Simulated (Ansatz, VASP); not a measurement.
**Two plane-wave programs on MoS2**

```xyz
3
Lattice="0.0000 2.9324 2.9324 2.9324 0.0000 2.9324 2.9324 2.9324 0.0000" Properties=species:S:1:pos:R:3 pbc="T T T"
Mo    0.0000    0.0000    0.0000
S     1.4662    1.4662    1.4662
S     4.3986    4.3986    4.3986
```

Alike in both runs: task single point; functional PBE; k mesh 8 × 8 × 8; occupations fermi-dirac, width 0.02 eV; no spin polarisation.

```csv
,VASP,Ansatz
version,VASP 6.6.1,Ansatz 0.2.0
potentials or method,"VASP PAW PBE potentials, release 64 (Mo_sv, S)","plane waves, PAW"
plane-wave cutoff (eV),520,420
valence electrons in the cell,26,26
```

|  | VASP | Ansatz | Ansatz less VASP |
| --- | --- | --- | --- |
| pressure (GPa) | 0.4 | 0.4 | +0.01 |
